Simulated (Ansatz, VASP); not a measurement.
Na: VASP beside Ansatz

```xyz
2
Lattice="3.7670 -0.0753 0.0000 -1.9487 3.3000 0.0000 0.0000 0.0000 6.1540" Properties=species:S:1:pos:R:3 pbc="T T T"
Na   -0.0435    2.1749    1.5385
Na    1.8618    1.0498    4.6155
```

Change from the starting cell: xy shear strain of -4 %, PAW files.

Alike in both runs: task electric field gradients; functional PBE; k mesh 11 × 11 × 6; occupations fermi-dirac, width 0.05 eV; no spin polarisation.

```csv
,VASP,Ansatz
version,VASP 6.6.1,Ansatz 0.2.0
potentials or method,"VASP PAW PBE potentials, release 64 (Na_pv)","PAW with Ansatz's default frozen-core files, scalar-relativistic"
plane-wave cutoff (eV),520,420
valence electrons in the cell,14,18
```

VASP gave:

```
pressure (GPa)                                                : -0.1
traceless stress, the component that is largest in VASP (GPa) : 0.15
rms of the force components (eV/Å)                            : 0.008
size of Vzz on the site where it differs most (V/Å²)          : 0.6
```

Problem. Which values does Ansatz return?

Solution. Pressure (GPa): -0.1; traceless stress, the component that is largest in VASP (GPa): 0.15; rms of the force components (eV/Å): 0.008; size of Vzz on the site where it differs most (V/Å²): 0.5.

Atom by atom the forces differ by 0.000 eV/Å (rms over components). With one functional, cell and mesh, what is left measures potentials, basis and numerics. VASP's potentials hold 14 valence electrons a cell and Ansatz's 18, so a difference there can come from the potentials and not from the codes.
